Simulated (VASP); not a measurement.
Input of a VASP 6.6.1 run:

INCAR

```
ALGO = Normal ; DIPOL = 0.5 0.5 0.500
EDIFF = 1E-6 ; ENCUT = 400
GGA_COMPAT = F ; IDIPOL = 3
ISIF = 2 ; ISMEAR = 1
LASPH = T ; LCHARG = T
LDIPOL = T ; LELF = T
LREAL = F ; LVACPOTAV = T
LVHAR = T ; LWAVE = F
NBANDS = 46 ; NELM = 120
NELMDL = -8 ; PREC = Accurate
SIGMA = 0.1
```

KPOINTS

```
k-points
0
Gamma
  6 6 1
```

The input POSCAR:

```
Al19Si
1.0
    5.6336041024      0.0000000286      0.0000000000
   -2.8168020759      4.8788442532      0.0000000000
    0.0000000000      0.0000000000     21.1996445785
Al Si
19 1
Direct
    0.0000000000      0.0000000000      0.2826707740
   -0.0024620727      0.4987689636      0.2821170648
    0.5012310364      1.0024620727      0.2821170648
    0.5012310364      0.4987689636      0.2821170648
    0.3358641604      0.1679320802      0.3925363748
    0.3333333333      0.6666666667      0.3923612622
    0.8320679198      0.1679320802      0.3925363748
    0.8320679198      0.6641358396      0.3925363748
    0.6666623285      0.8333311643      0.4999956449
    0.1666688357      0.3333376715      0.4999956449
    0.1666688357      0.8333311643      0.4999956449
   -0.0025324814      0.4987337593      0.6074474253
    0.0000000000      0.0000000000      0.6076235635
    0.5012662407      0.4987337593      0.6074474253
    0.5012662407      0.0025324814      0.6074474253
    0.3333333333      0.6666666667      0.7173476160
    0.3357912194      0.1678956097      0.7178977020
    0.8321043903      0.6642087806      0.7178977020
    0.8321043903      0.1678956097      0.7178977020
    0.6666666667      0.3333333333      0.4999954517
```

Potentials or basis: VASP PAW LDA potentials, release 64 (Al, Si).

Launch:

```console
$ cat potpaw_LDA.64/Al/POTCAR potpaw_LDA.64/Si/POTCAR > POTCAR
$ mpirun -np 1 vasp_std > vasp.out
```

(1) What does it give for the largest force?

(2) Estimate the band gap on the k mesh.

## Answers

(1) 0.046 eV/Å.

(2) zero (an odd number of electrons rules out a gap without spin polarisation).
